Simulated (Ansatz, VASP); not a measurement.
Two plane-wave programs on Cr

```
Cr
1.0
     0.00000    2.45356    2.45356
     2.45356    0.00000    2.45356
     2.45356    2.45356    0.00000
Cr
2
Cartesian
  0.6134 0.6134 0.6134
  4.2937 4.2937 4.2937
```

Alike in both runs: task single point; functional r2SCAN; k mesh 12 × 12 × 12; occupations fermi-dirac, width 0.1 eV; no spin polarisation.

```csv
,VASP,Ansatz
version,VASP 6.6.1,Ansatz 0.2.0
potentials or method,"VASP PAW PBE potentials, release 64 (Cr_pv), cutoff 550 eV","plane waves (500 eV) with PAW, scalar-relativistic"
valence electrons in the cell,24,28
```

|  | VASP | Ansatz | Ansatz less VASP |
| --- | --- | --- | --- |
| pressure (GPa) | 12.3 | 10.3 | -2.00 |

VASP's potentials were made for PBE, not for r2SCAN. VASP's potentials hold 24 valence electrons a cell and Ansatz's 28, so a difference there can come from the potentials and not from the codes.
